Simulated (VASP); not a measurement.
Wanted: the native input for a VASP 6.6.1 run.

| Property | Result |
| --- | --- |
| Task | single point |
| Functional | PBE |
| Potentials or basis | VASP PAW PBE potentials, release 64 (Si, O) |
| Cutoff | 520 eV |
| k mesh | 2 × 2 × 2 |
| Occupations | fermi-dirac, width 0.05 eV |
| Spin | collinear spin, ferromagnetic start |
| Starting moments | [0.0, 0.0, 0.0, 0.0, 0.0, 0.0, 0.0, 0.0, 0.0, 0.0, 0.0, 0.0, 0.0, 0.0, 0.0, 0.0, 1.0] μB |
| Dipole correction | no |
| Further INCAR settings | LREAL = Auto; ALGO = Normal; EDIFF = 1e-06; NBANDS = 53 |

The structure of Si16O (a cell with a defect) lies in POSCAR:

```
Si16O
1.0
    0.0000000000      5.4300000000      5.4300000000
    5.4300000000      0.0000000000      5.4300000000
    5.4300000000      5.4300000000      0.0000000000
Si O
16 1
Direct
    0.1304051565     -0.0100184162     -0.0078637201
    0.1806813996      0.1189318600      0.1696316759
   -0.0153499079      0.0333609576      0.5356998158
    0.0904511971      0.1671546961      0.6455524862
    0.0533977901      0.4669889503      0.0104880295
    0.1396869245      0.6402394107      0.1292633517
   -0.0861325967      0.5027808471      0.5668508287
    0.1434806630      0.6436648250      0.6261510129
    0.5261049724     -0.0894935543      0.0522191529
    0.7924769797     -0.0597513812      0.1231767956
    0.5411786372     -0.0472007366      0.5050460405
    0.6282044199      0.0802302026      0.6532688766
    0.4922283610      0.3487108656      0.0371823204
    0.6769060773      0.4994290976      0.1106445672
    0.4803406998      0.4744475138      0.4858103131
    0.5603406998      0.6111694291      0.6639871087
    0.3500460405      0.1839871087      0.4323296501
```

One way to write it, as run:

INCAR

```
SYSTEM = Si16O
PREC = Accurate
ENCUT = 520
EDIFF = 1E-6
ISMEAR = -1
SIGMA = 0.05
LREAL = Auto
LASPH = .TRUE.
NELM = 150
ALGO = Normal
ISIF = 2
LWAVE = .FALSE.
LCHARG = .FALSE.
ISPIN = 2
MAGMOM = 0 0 0 0 0 0 0 0 0 0 0 0 0 0 0 0 1
LORBIT = 11
GGA = PE
NBANDS = 53
```

KPOINTS

```
Automatic mesh
0
G
  2 2 2
  0 0 0
```

Potentials or basis: VASP PAW PBE potentials, release 64 (Si, O).

Run with:

```console
$ cat potpaw_PBE.64/Si/POTCAR potpaw_PBE.64/O/POTCAR > POTCAR
$ mpirun -np 1 vasp_std > vasp.out
```

It gave:

| Property | Result |
| --- | --- |
| Pressure | 0.5 GPa |
| Largest force | 3.978 eV/Å |
| Band gap on the k mesh | 0.05 eV |
| Net moment | 0.00 μB per cell |
| Valence electrons inside the program's atomic spheres | Si 1.67, 1.73, 1.72, 1.68, 1.65, 1.62, 1.64, 1.60, 1.58, 1.66, 1.53, 1.57, 1.69 (each value once); O 5.06 |

Caveat: the k points lie up to 0.50 Å⁻¹ apart; the atoms stand as in a frame of molecular dynamics; semilocal functionals underestimate gaps, and a narrow one can read as zero.

Wall time 17 min on 1 thread of Oxide Virtual Turin-like Processor, on a shared host, peak memory 0.67 GiB.
